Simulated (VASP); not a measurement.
# Na2Hg (P-3m1) in VASP: a series of runs

Runs on Na2Hg. Level: PBE. Tasks: single point, relaxation of cell and atoms.

Program: VASP 6.6.1. These are calculated values, not measurements. Logs are shortened: lines on timing, memory, paths and dates and some standing lists are left out, and cuts for length are marked.

### 1 The cell of the first run

The structure is trigonal, space group P-3m1 (No. 164). Conventional cell: a = 3.398 Å, b = 3.398 Å, c = 7.670 Å, α = 90.00°, β = 90.00°, γ = 120.00°. Within 3.2 Å of Na (site symmetry 3m) lie 3 Hg at 2.45 Å. Within 3.2 Å of Hg (site symmetry -3m) lie 6 Na at 2.45 Å.

### 2 Single point, PBE

The input, INCAR:

```
  PREC = Accurate
  ENCUT = 520
  EDIFF = 1E-6
  ISMEAR = 0
  SIGMA = 0.1
  LREAL = False
  LASPH = True
  NELM = 80
  ALGO = Fast
  ISIF = 2
  LWAVE = False
  LCHARG = True
  GGA = PE
  LELF = True
  LVHAR = True
  NBANDS = 20
```

The input, KPOINTS:

```
regular mesh
0
Gamma
  6 6 2
```

The input, POSCAR:

```
Na2Hg
1.0
    3.3981787300      0.0000000000      0.0000000000
   -1.6990893700      2.9429091100      0.0000000000
    0.0000000000      0.0000000000      7.6698062400
Na Hg
2 1
Direct
    0.3333333300      0.6666666700      0.8093705800
    0.6666666700      0.3333333300      0.1906294200
    0.0000000000      0.0000000000      0.0000000000
```

Potentials or basis: VASP PAW PBE potentials, release 64 (Na_pv, Hg).

The run is started by

```console
$ cat potpaw_PBE.64/Na_pv/POTCAR potpaw_PBE.64/Hg/POTCAR > POTCAR
$ mpirun -np 1 vasp_std > vasp.out
```

OUTCAR:

```text
PREC = Accurate
   ENCUT = 520
   EDIFF = 1E-6
   ISMEAR = 0
   LREAL = False
   LASPH = True
   NELM = 80
   ISIF = 2
   GGA = PE

 ion  position               nearest neighbor table
   1  0.333  0.667  0.809-   3 2.45   3 2.45   3 2.45
   2  0.667  0.333  0.191-   3 2.45   3 2.45   3 2.45
   3  0.000  0.000  0.000-   1 2.45   2 2.45   2 2.45   1 2.45   2 2.45   1 2.45

  LATTYP: Found a hexagonal cell.
 ALAT       =     3.3981787300
 C/A-ratio  =     2.2570343850

  Lattice vectors:

 A1 = (   3.3981787300,   0.0000000000,   0.0000000000)
 A2 = (  -1.6990893700,   2.9429091100,   0.0000000000)
 A3 = (   0.0000000000,   0.0000000000,   7.6698062400)

Analysis of symmetry for initial positions (statically):
=====================================================================
 Subroutine PRICEL returns:
 Original cell was already a primitive cell.

 Routine SETGRP: Setting up the symmetry group for a
 hexagonal supercell.

 Subroutine GETGRP returns: Found 12 space group operations
 (whereof 12 operations were pure point group operations)
 out of a pool of 24 trial point group operations.

The static configuration has the point symmetry D_3d.

Analysis of symmetry for dynamics (positions and initial velocities):
=====================================================================
 Subroutine PRICEL returns:
 Original cell was already a primitive cell.

 Routine SETGRP: Setting up the symmetry group for a
 hexagonal supercell.

 Subroutine GETGRP returns: Found 12 space group operations
 (whereof 12 operations were pure point group operations)
 out of a pool of 24 trial point group operations.

The dynamic configuration has the point symmetry D_3d.

 Subroutine INISYM returns: Found 12 space group operations
 (whereof 12 operations are pure point group operations),
 and found     1 'primitive' translations

----------------------------------------------------------------------------------------

                                     Primitive cell

  volume of cell :      76.7021

  direct lattice vectors                    reciprocal lattice vectors
     3.398178730  0.000000000  0.000000000     0.294275281  0.169899913  0.000000000
    -1.699089370  2.942909110  0.000000000     0.000000000  0.339799825  0.000000000
     0.000000000  0.000000000  7.669806240     0.000000000  0.000000000  0.130381390

  length of vectors
     3.398178730  3.398178735  7.669806240     0.339799825  0.339799825  0.130381390

  position of ions in fractional coordinates (direct lattice)
     0.333333330  0.666666670  0.809370580
     0.666666670  0.333333330  0.190629420
     0.000000000  0.000000000  0.000000000

  ion indices of the primitive-cell ions
   primitive index   ion index
                 1           1
                 2           2
                 3           3

----------------------------------------------------------------------------------------

 KPOINTS: regular mesh

Automatic generation of k-mesh.
 Grid dimensions read from file:
 generate k-points for:    6    6    2

 Generating k-lattice:

  Cartesian coordinates                     Fractional coordinates (reciprocal lattice)
     0.049045880  0.028316652  0.000000000     0.166666667  0.000000000  0.000000000
     0.000000000  0.056633304  0.000000000     0.000000000  0.166666667  0.000000000
     0.000000000  0.000000000  0.065190695     0.000000000  0.000000000  0.500000000

  Length of vectors
     0.056633304  0.056633304  0.065190695

  Shift w.r.t. Gamma in fractional coordinates (k-lattice)
     0.000000000  0.000000000  0.000000000

 Subroutine IBZKPT returns following result:
 ===========================================

 Found     14 irreducible k-points:

 Following reciprocal coordinates:
            Coordinates               Weight
  0.000000  0.000000  0.000000      1.000000
  0.166667  0.000000  0.000000      6.000000
  0.333333 -0.000000  0.000000      6.000000
  0.500000  0.000000  0.000000      3.000000
  0.166667  0.166667  0.000000      6.000000
  0.333333  0.166667  0.000000     12.000000
  0.333333  0.333333  0.000000      2.000000
  0.000000  0.000000  0.500000      1.000000
  0.166667  0.000000  0.500000      6.000000
  0.333333 -0.000000  0.500000      6.000000
  0.500000  0.000000  0.500000      3.000000
  0.166667  0.166667  0.500000      6.000000
  0.333333  0.166667  0.500000     12.000000
  0.333333  0.333333  0.500000      2.000000
   k-points           NKPTS =     14   k-points in BZ     NKDIM =     14   number of bands    NBANDS=     20
   number of dos      NEDOS =    301   number of ions     NIONS =      3
   total plane-waves  NPLWV =  47040
   dimension x,y,z NGX =    28 NGY =   28 NGZ =   60
   dimension x,y,z NGXF=    56 NGYF=   56 NGZF=  120
   ions per type =               2   1
   NGX,Y,Z   is equivalent  to a cutoff of  13.70, 13.70, 13.01 a.u.
   NGXF,Y,Z  is equivalent  to a cutoff of  27.40, 27.40, 26.01 a.u.
 SYSTEM =  unknown system
   PREC   = accura    normal or accurate (medium, high low for compatibility)
   ISTART =      0    job   : 0-new  1-cont  2-samecut
   ICHARG =      2    charge: 1-file 2-atom 10-const
   ISPIN  =      1    spin polarized calculation?
   LNONCOLLINEAR =      F non collinear calculations
   LSORBIT =      F    spin-orbit coupling
   LASPH  =      T    aspherical Exc in radial PAW
   ENCUT  =  520.0 eV  38.22 Ry    6.18 a.u.   6.32  6.32 14.26*2*pi/ulx,y,z
   NELM   =     80;   NELMIN=  2; NELMDL= -5     # of ELM steps
   EDIFF  = 0.1E-05   stopping-criterion for ELM
   LREAL  =      F    real-space projection
   EDIFFG = 0.1E-04   stopping-criterion for IOM
   NSW    =      0    number of steps for IOM
   IBRION =     -1    ionic relax: 0-MD 1-quasi-New 2-CG
   NFREE  =      0    steps in history (QN), initial steepest desc. (CG)
   ISIF   =      2    stress and relaxation
   ISYM   =      2    0-nonsym 1-usesym 2-fastsym
   POTIM  = 0.5000    time-step for ionic-motion
   TEBEG  =    0.0;   TEEND  =   0.0 temperature during run
   PSTRESS=    0.0 pullay stress
   NELECT =      26.0000    total number of electrons
   NUPDOWN=      -1.0000    fix difference up-down
   EMIN   =  10.00;   EMAX   =-10.00  energy-range for DOS
   EFERMI =   0.00;   METHOD = LEGACY
   ISMEAR =     0;   SIGMA  =   0.10  broadening in eV -4-tet -1-fermi 0-gaus
   EFERMI_NEDOS =   21; number of points for ismear=-14 and -15
   IALGO  =     68    algorithm
   IMIX   =      4    mixing-type and parameters
     AMIX     =   0.40;   BMIX     =  1.00
     AMIX_MAG =   1.60;   BMIX_MAG =  1.00
  volume/ion in A,a.u.               =      25.57       172.54
  Fermi-wavevector in a.u.,A,eV,Ry     =   1.141467  2.157060 17.727677  1.302948
  Thomas-Fermi vector in A             =   2.278167
   LORBIT       =      0    0 simple, 1 ext, 2 COOP (PROOUT), +10 PAW based schemes
   GGA     = PE    functional components
   LHFCALC =     F    Hartree Fock is set to
   AEXX    =    0.0000 exact exchange contribution
   IVDW    =     0    specifies the selected vdW correction
   LEPSILON=     F    determine dielectric tensor
   LRPA    =     F    only Hartree local field effects (RPA)
 non-spin polarized calculation
 RMM-DIIS sequential band-by-band and
 Gauss-broadening in eV      SIGMA  =   0.10
  energy-cutoff  :      520.00
  volume of cell :       76.70
 maximum number of plane-waves:      2092
 NGX is ok and might be reduce to    28
   NGX = 13   NGY = 13   NGZ = 29

 number of electron      26.0000009 magnetization

 Free energy of the ion-electron system (eV)
  ---------------------------------------------------
  ext. energy  EPLUGINS =         0.00000000
  ---------------------------------------------------
  free energy    TOTEN  =         0.13064632 eV

  energy without entropy =        0.13534902  energy(sigma->0) =        0.13299767

 E-fermi :   1.8648     XC(G=0):  -8.0121

 val. band max:        1.8647988194   @ k =   0.3333  -0.0000   0.0000
 cond. band min:       2.2349819623   @ k =   0.3333   0.3333   0.0000
 fundamental gap:      0.3701831429
 Fermi energy:         1.8648024453

 k-point     1 :       0.0000    0.0000    0.0000
  band No.  band energies     occupation
      1     -22.9336      2.00000
      2     -22.8577      2.00000
      3     -22.8473      2.00000
      4     -22.8473      2.00000
      5     -22.8224      2.00000
      6     -22.8224      2.00000
[... 12 lines left out ...]
     19      13.3569      0.00000
     20      15.0460      0.00000

 k-point     2 :       0.1667    0.0000    0.0000
  band No.  band energies     occupation
      1     -22.9252      2.00000
      2     -22.8752      2.00000
      3     -22.8505      2.00000
      4     -22.8495      2.00000
      5     -22.8479      2.00000
      6     -22.8292      2.00000
[... 12 lines left out ...]
     19      11.3004      0.00000
     20      12.6914      0.00000

 k-point     3 :       0.3333   -0.0000    0.0000
  band No.  band energies     occupation
      1     -22.9218      2.00000
      2     -22.9008      2.00000
      3     -22.8843      2.00000
      4     -22.8639      2.00000
      5     -22.8569      2.00000
      6     -22.8428      2.00000
[... 12 lines left out ...]
     19       9.2966      0.00000
     20      10.2158      0.00000

 k-point     4 :       0.5000    0.0000    0.0000
  band No.  band energies     occupation
      1     -22.9389      2.00000
      2     -22.9116      2.00000
      3     -22.8827      2.00000
      4     -22.8737      2.00000
      5     -22.8601      2.00000
      6     -22.8496      2.00000
[... 12 lines left out ...]
     19      10.4281      0.00000
     20      11.2527      0.00000

 k-point     5 :       0.1667    0.1667    0.0000
  band No.  band energies     occupation
      1     -22.9171      2.00000
      2     -22.8914      2.00000
      3     -22.8777      2.00000
      4     -22.8595      2.00000
      5     -22.8580      2.00000
      6     -22.8438      2.00000
[... 12 lines left out ...]
     19      10.4442      0.00000
     20      10.6366      0.00000

 k-point     6 :       0.3333    0.1667    0.0000
  band No.  band energies     occupation
      1     -22.9261      2.00000
      2     -22.9036      2.00000
      3     -22.8828      2.00000
      4     -22.8755      2.00000
      5     -22.8674      2.00000
      6     -22.8614      2.00000
[... 12 lines left out ...]
     19       9.4708      0.00000
     20       9.8724      0.00000

 k-point     7 :       0.3333    0.3333    0.0000
  band No.  band energies     occupation
      1     -22.9107      2.00000
      2     -22.8956      2.00000
      3     -22.8956      2.00000
      4     -22.8798      2.00000
      5     -22.8798      2.00000
      6     -22.8784      2.00000
[... 12 lines left out ...]
     19       7.7390      0.00000
     20       7.7390      0.00000

 k-point     8 :       0.0000    0.0000    0.5000
  band No.  band energies     occupation
      1     -22.9331      2.00000
      2     -22.8582      2.00000
      3     -22.8473      2.00000
      4     -22.8473      2.00000
      5     -22.8224      2.00000
      6     -22.8224      2.00000
[... 12 lines left out ...]
     19      13.4548      0.00000
     20      13.4900      0.00000

 k-point     9 :       0.1667    0.0000    0.5000
  band No.  band energies     occupation
      1     -22.9248      2.00000
      2     -22.8756      2.00000
      3     -22.8505      2.00000
      4     -22.8496      2.00000
      5     -22.8478      2.00000
      6     -22.8292      2.00000
[... 12 lines left out ...]
     19      12.8250      0.00000
     20      13.4819      0.00000

 k-point    10 :       0.3333   -0.0000    0.5000
  band No.  band energies     occupation
      1     -22.9219      2.00000
      2     -22.9010      2.00000
      3     -22.8840      2.00000
      4     -22.8640      2.00000
      5     -22.8569      2.00000
      6     -22.8427      2.00000
[... 12 lines left out ...]
     19      10.3582      0.00000
     20      11.0139      0.00000

 k-point    11 :       0.5000    0.0000    0.5000
  band No.  band energies     occupation
      1     -22.9390      2.00000
      2     -22.9118      2.00000
      3     -22.8828      2.00000
      4     -22.8735      2.00000
      5     -22.8601      2.00000
      6     -22.8495      2.00000
[... 12 lines left out ...]
     19       7.5735      0.00000
     20       9.1508      0.00000

 k-point    12 :       0.1667    0.1667    0.5000
  band No.  band energies     occupation
      1     -22.9170      2.00000
      2     -22.8916      2.00000
      3     -22.8775      2.00000
      4     -22.8596      2.00000
      5     -22.8579      2.00000
      6     -22.8438      2.00000
[... 12 lines left out ...]
     19      10.0036      0.00000
     20      12.5971      0.00000

 k-point    13 :       0.3333    0.1667    0.5000
  band No.  band energies     occupation
      1     -22.9262      2.00000
      2     -22.9037      2.00000
      3     -22.8826      2.00000
      4     -22.8754      2.00000
      5     -22.8674      2.00000
      6     -22.8614      2.00000
[... 12 lines left out ...]
     19       8.7497      0.00000
     20       9.7513      0.00000

 k-point    14 :       0.3333    0.3333    0.5000
  band No.  band energies     occupation
      1     -22.9106      2.00000
      2     -22.8956      2.00000
      3     -22.8956      2.00000
      4     -22.8798      2.00000
      5     -22.8798      2.00000
      6     -22.8784      2.00000
[... 12 lines left out ...]
     19       8.6747      0.00000
     20       8.9998      0.00000

------------------------ aborting loop because EDIFF is reached ----------------------------------------

  FORCE on cell =-STRESS in cart. coord.  units (eV):
  Direction    XX          YY          ZZ          XY          YZ          ZX
  --------------------------------------------------------------------------------------
  -------------------------------------------------------------------------------------
  Total       11.7919165     11.7919165     11.0591535     -0.0000000      0.0000000     -0.0000000
  in kB      246.3131041    246.3131047    231.0069309     -0.0000004      0.0000000     -0.0000000
  external PRESSURE =     241.2110466 kB  Pullay stress =       0.0000000 kB

 VOLUME and BASIS-vectors are now :
 -----------------------------------------------------------------------------
  energy-cutoff  :      520.00
  volume of cell :       76.70
      direct lattice vectors                 reciprocal lattice vectors
     3.398178730  0.000000000  0.000000000     0.294275281  0.169899913  0.000000000
    -1.699089370  2.942909110  0.000000000     0.000000000  0.339799825  0.000000000
     0.000000000  0.000000000  7.669806240     0.000000000  0.000000000  0.130381390

 POSITION                                       TOTAL-FORCE (eV/Angst)
 -----------------------------------------------------------------------------------
     -0.00000      1.96194      6.20772        -0.000000      0.000000     -3.956449
      1.69909      0.98097      1.46209         0.000000     -0.000000      3.956449
      0.00000      0.00000      0.00000         0.000000      0.000000      0.000000
 -----------------------------------------------------------------------------------
    total drift:                               -0.000000      0.000000      0.000000

  FREE ENERGIE OF THE ION-ELECTRON SYSTEM (eV)
  ---------------------------------------------------
  free  energy   TOTEN  =         0.1306463237 eV

  energy  without entropy=        0.1353490187  energy(sigma->0) =        0.13299767
```

Wall time 29 s (1 thread of Oxide Virtual Turin-like, shared host); peak memory 0.17 GiB.

Results:

* Free energy: 0.1306 eV
* Pressure: 24.1 GPa
* Largest force: 3.956 eV/Å
* Band gap on the k mesh: zero (band 13 reaches 2.27 eV, above the bottom of band 14 at 1.13 eV)

Forces on the atoms (eV/Å):
```
Na   0.000  0.000 -3.956
Na   0.000  0.000  3.956
Hg   0.000  0.000  0.000
```

Stress tensor (GPa, compression positive):
```
24.63  0.00  0.00
 0.00 24.63  0.00
 0.00  0.00 23.10
```

Levels at points of the mesh, in eV from the Fermi level:
```
           k point  band 9  band 10  band 11  band 12  band 13  band 14  band 15  band 16  band 17  band 18
(0.00, 0.00, 0.00)   -8.34    -8.01    -8.01    -7.72    -2.15    -0.74     5.32     6.88     9.03     9.03
(0.50, 0.00, 0.00)   -8.08    -8.00    -7.51    -3.74    -1.84     1.47     3.21     3.36     4.26     5.70
(0.00, 0.00, 0.50)   -8.34    -8.01    -8.01    -7.70    -2.75     1.45     1.94     9.05     9.05    11.15
(0.50, 0.00, 0.50)   -8.08    -8.00    -7.51    -3.73    -1.81     1.05     2.67     5.26     5.69     5.69
```

Caveat: the k points lie up to 0.41 Å⁻¹ apart; spin-orbit coupling is left out, which moves the levels of the heavy elements; forces of over 1 eV/Å act on the atoms, so gaps and moduli don't describe the material at rest.

### 3 Single point, PBE

This run uses another cell than the first one, of 30.80 Å³/atom, 1.205 times its volume.

The input, INCAR:

```
SYSTEM = Na2Hg
PREC = Accurate ; ENCUT = 520
EDIFF = 1E-6 ; ISMEAR = 0
SIGMA = 0.1 ; LREAL = .FALSE.
LASPH = .TRUE. ; NELM = 100
ALGO = Normal ; ISIF = 2
LWAVE = .FALSE. ; LCHARG = .FALSE.
GGA = PE ; NBANDS = 20
```

The input, KPOINTS:

```
Automatic mesh
0
G
  6 6 2
  0 0 0
```

The input, POSCAR:

```
Na2Hg
1.0
    3.5936207754      0.0000000031      0.0000000000
   -1.7968103904      3.1121668816      0.0000000000
    0.0000000000      0.0000000000      8.2621363969
Na Hg
2 1
Direct
    0.3333333333      0.6666666667      0.6871993445
    0.6666666667      0.3333333333      0.3128006555
    0.0000000000      0.0000000000      0.0000000000
```

Potentials or basis: VASP PAW PBE potentials, release 64 (Na_pv, Hg).

The run is started by

```console
$ cat potpaw_PBE.64/Na_pv/POTCAR potpaw_PBE.64/Hg/POTCAR > POTCAR
$ mpirun -np 1 vasp_std > vasp.out
```

Wall time 21 s (1 thread of Oxide Virtual Turin-like, shared host); peak memory 0.18 GiB.

It converged, with:

```yaml
Free_energy: -3.1451 eV
Pressure: -0.1 GPa
Largest_force: 0.019 eV/Å
Band_gap_on_the_k_mesh: zero (band 13 reaches 1.97 eV, above the bottom of band 14 at -0.85 eV)
```

Forces in eV/Å, atoms in the order of the input:
```
Na   0.000  0.000 -0.019
Na   0.000  0.000  0.019
Hg   0.000  0.000  0.000
```

Stress tensor (GPa, compression positive):
```
-0.18  0.00  0.00
 0.00 -0.18  0.00
 0.00  0.00  0.14
```

Levels at points of the mesh, in eV from the Fermi level:
```tsv
k point	band 11	band 12	band 13	band 14	band 15	band 16
(0.00, 0.00, 0.00)	-6.97	-6.58	-2.11	-2.02	4.12	4.97
(0.50, 0.00, 0.00)	-6.72	-3.12	-1.07	1.23	1.49	1.89
(0.00, 0.00, 0.50)	-6.97	-6.55	-3.12	0.22	1.10	8.54
(0.50, 0.00, 0.50)	-6.72	-3.10	-0.99	0.44	1.28	3.46
```

Caveat: the k points lie up to 0.38 Å⁻¹ apart; spin-orbit coupling is left out, which moves the levels of the heavy elements.

(Continued in part 2 of 2.)
